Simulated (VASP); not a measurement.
# MgS (k07) (Fm-3m) in VASP: further runs, part 2 of 2

VASP 6.6.1. Earlier steps stand in the parts before.

## 5. Relaxation of cell and atoms, PBEsol

INCAR reads:

```
PREC     = Accurate       # precision mode
ENCUT    = 600            # plane-wave cutoff, eV
EDIFF    = 1E-7           # SCF threshold, eV
ISMEAR   = 0              # smearing method
SIGMA    = 0.02           # smearing width, eV
LREAL    = F              # projectors in reciprocal space
LASPH    = T              # aspherical terms in the spheres
NELM     = 100            # most SCF steps
ALGO     = Normal         # electronic algorithm
ISIF     = 3              # what is computed and relaxed
LWAVE    = F              # write WAVECAR
LCHARG   = F              # write CHGCAR
GGA      = PS             # functional
IBRION   = 2              # ionic algorithm
NSW      = 100            # ionic steps
EDIFFG   = -0.002         # ionic threshold
```

KPOINTS reads:

```
Automatic mesh
0
Gamma
  10 10 10
```

POSCAR reads:

```
MgS
1.0
    0.0000000000      2.6000000000      2.6000000000
    2.6000000000      0.0000000000      2.6000000000
    2.6000000000      2.6000000000      0.0000000000
Mg S
1 1
Direct
    0.0000000000      0.0000000000      0.0000000000
    0.5000000000      0.5000000000      0.5000000000
```

Potentials or basis: VASP PAW PBE potentials, release 64 (Mg, S).

Started as:

```bash
$ cat potpaw_PBE.64/Mg/POTCAR potpaw_PBE.64/S/POTCAR > POTCAR
$ mpirun -np 1 vasp_std > vasp.out
```

OUTCAR:

```text
PREC = Accurate
   ENCUT = 600
   EDIFF = 1E-7
   ISMEAR = 0
   LREAL = F
   LASPH = T
   NELM = 100
   ISIF = 3
   GGA = PS
   IBRION = 2
   NSW = 100
   EDIFFG = -0.002

 ion  position               nearest neighbor table
   1  0.000  0.000  0.000-   2 2.60   2 2.60   2 2.60   2 2.60   2 2.60   2 2.60
   2  0.500  0.500  0.500-   1 2.60   1 2.60   1 2.60   1 2.60   1 2.60   1 2.60

  LATTYP: Found a face centered cubic cell.
 ALAT       =     5.2000000000

  Lattice vectors:

 A1 = (   0.0000000000,   2.6000000000,   2.6000000000)
 A2 = (   2.6000000000,   0.0000000000,   2.6000000000)
 A3 = (   2.6000000000,   2.6000000000,   0.0000000000)

Analysis of symmetry for initial positions (statically):
=====================================================================
 Subroutine PRICEL returns:
 Original cell was already a primitive cell.

 Routine SETGRP: Setting up the symmetry group for a
 face centered cubic supercell.

 Subroutine GETGRP returns: Found 48 space group operations
 (whereof 48 operations were pure point group operations)
 out of a pool of 48 trial point group operations.

The static configuration has the point symmetry O_h .
[... 171 lines left out ...]
  Total       -0.2129051     -0.2129051     -0.2129051      0.0000000      0.0000000     -0.0000000
  in kB       -9.7039083     -9.7039083     -9.7039083      0.0000000      0.0000000     -0.0000000
  external PRESSURE =      -9.7039083 kB  Pullay stress =       0.0000000 kB
[... 59 lines left out ...]
--------------------------------------- Ionic step        3  -------------------------------------------

 number of electron       8.0000000 magnetization

 Free energy of the ion-electron system (eV)
  ---------------------------------------------------
  ext. energy  EPLUGINS =         0.00000000
  ---------------------------------------------------
  free energy    TOTEN  =        -9.07580376 eV

  energy without entropy =       -9.07580376  energy(sigma->0) =       -9.07580376

 E-fermi :   3.9529     XC(G=0):  -9.8969

 val. band max:        3.8055948691   @ k =   0.0000   0.0000   0.0000
 cond. band min:       6.5400943081   @ k =   0.5000   0.5000   0.0000
 fundamental gap:      2.7344994390
 Fermi energy:         3.9528723097

 k-point     1 :       0.0000    0.0000    0.0000
  band No.  band energies     occupation
      1      -8.9616      2.00000
      2       3.8056      2.00000
      3       3.8056      2.00000
      4       3.8056      2.00000
      5       7.5134      0.00000
      6      11.6503      0.00000
      7      11.6503      0.00000
      8      11.6503      0.00000
[... 243 lines left out ...]
 k-point    24 :       0.4000    0.3000    0.0000
  band No.  band energies     occupation
      1      -7.6256      2.00000
      2       0.0992      2.00000
      3       2.1064      2.00000
      4       2.3926      2.00000
      5       7.7090      0.00000
      6       8.8711      0.00000
      7      13.2918      0.00000
      8      14.3180      0.00000

 [... further k-points ...]

------------------------ aborting loop because EDIFF is reached ----------------------------------------

  FORCE on cell =-STRESS in cart. coord.  units (eV):
  Direction    XX          YY          ZZ          XY          YZ          ZX
  --------------------------------------------------------------------------------------
  -------------------------------------------------------------------------------------
  Total        0.0004232      0.0004232      0.0004232      0.0000000     -0.0000000     -0.0000000
  in kB        0.0195329      0.0195329      0.0195329      0.0000000     -0.0000000     -0.0000000
  external PRESSURE =       0.0195329 kB  Pullay stress =       0.0000000 kB
[... 17 lines left out ...]
  FREE ENERGIE OF THE ION-ELECTRON SYSTEM (eV)
  ---------------------------------------------------
  free  energy   TOTEN  =        -9.0758037602 eV

  energy  without entropy=       -9.0758037602  energy(sigma->0) =       -9.07580376

 reached required accuracy - stopping structural energy minimisation
```

OSZICAR:

```text
N       E                     dE             d eps       ncg     rms          rms(c)
DAV:   1     0.234225951526E+02    0.23423E+02   -0.41266E+03   800   0.920E+02
DAV:   2    -0.841529036576E+01   -0.31838E+02   -0.30112E+02  1048   0.110E+02
DAV:   3    -0.943962328605E+01   -0.10243E+01   -0.10243E+01   920   0.262E+01
DAV:   4    -0.944447018914E+01   -0.48469E-02   -0.48469E-02  1192   0.197E+00
[... 23 lines left out ...]
DAV:   3    -0.907580649098E+01    0.22198E-04   -0.12072E-04   856   0.617E-02    0.230E-02
DAV:   4    -0.907580573386E+01    0.75712E-06   -0.87172E-07   840   0.837E-03    0.196E-02
DAV:   5    -0.907580360456E+01    0.21293E-05   -0.48713E-07   824   0.545E-03    0.246E-03
DAV:   6    -0.907580374076E+01   -0.13620E-06   -0.69161E-09   400   0.787E-04    0.126E-03
DAV:   7    -0.907580376024E+01   -0.19480E-07   -0.55298E-10   400   0.214E-04
   3 F= -.90758038E+01 E0= -.90758038E+01  d E =-.135214E-02
```

CONTCAR:

```text
MgS
   1.00000000000000
    -0.0000000000000000    2.5890803478580202    2.5890803478580202
     2.5890803478580202    0.0000000000000000    2.5890803478580202
     2.5890803478580202    2.5890803478580202   -0.0000000000000000
  Mg              S
     1     1
Direct
     0.0000000000000000    0.0000000000000000    0.0000000000000000
     0.5000000000000000    0.5000000000000000    0.5000000000000000

  0.00000000E+00  0.00000000E+00  0.00000000E+00
  0.00000000E+00  0.00000000E+00  0.00000000E+00
```

Run time: 78 s. Hardware: 1 thread of AMD EPYC 7R13, shared host; peak memory 0.15 GiB.

Results:

```yaml
Free_energy: -9.0758 eV
Relaxed_volume: 17.36 Å³/atom
Relaxed_cell: a = 3.662 Å, b = 3.662 Å, c = 3.662 Å, α = 60.00°, β = 60.00°, γ = 60.00°
Space_group_after_relaxing_to_0.05_Å: Fm-3m (No. 225)
Energy_gained_by_relaxing: 0.7 meV/atom
Ionic_steps: 3
Pressure_after_relaxing: 0.0 GPa
Band_gap_on_the_k_mesh: 2.73 eV, indirect (least direct gap 3.71 eV)
```

The path:
```csv
step,energy change (eV),largest force (eV/Å),pressure (GPa),volume (Å³)
1,0.0000,0.0000,-0.97,35.15
2,-0.0013,0.0000,0.23,34.61
3,-0.0014,0.0000,0.00,34.71
```

Final structure:
```
CELL_PARAMETERS angstrom
0.00000 2.58908 2.58908
2.58908 0.00000 2.58908
2.58908 2.58908 0.00000
ATOMIC_POSITIONS crystal
Mg 0.00000 0.00000 0.00000
S 0.50000 0.50000 0.50000
```

Caveat: the PAW data sets were made with another functional, which shifts forces and pressure a little. A k mesh can miss the band edges.

## 6. Overview

```tsv
task	cell	k mesh	cutoff (eV)	smearing	gap on the mesh (eV)	pressure (GPa)
single point	a = 3.677 Å, angles 60.0°, 2 atoms	6 × 6 × 6	520	gaussian 0.1 eV	2.71	-1.0
single point	a = 3.664 Å, angles 60.0°, 2 atoms	10 × 10 × 10	520	gaussian 0.02 eV	2.73	-0.2
single point	a = 3.664 Å, angles 60.0°, 2 atoms	10 × 10 × 10	520	gaussian 0.01 eV	2.73	-0.2
relaxation of cell and atoms	relaxed from a = 3.677 Å, angles 60.0°, 2 atoms	10 × 10 × 10	600	gaussian 0.02 eV	2.73	0.0
```

Alike in all rows: level PBEsol; potentials or basis VASP PAW PBE potentials, release 64 (Mg, S); no spin polarisation.

Caveats: the PAW data sets were made with another functional, which shifts forces and pressure a little.

Absolute energies hang on the potentials; compare differences alone.
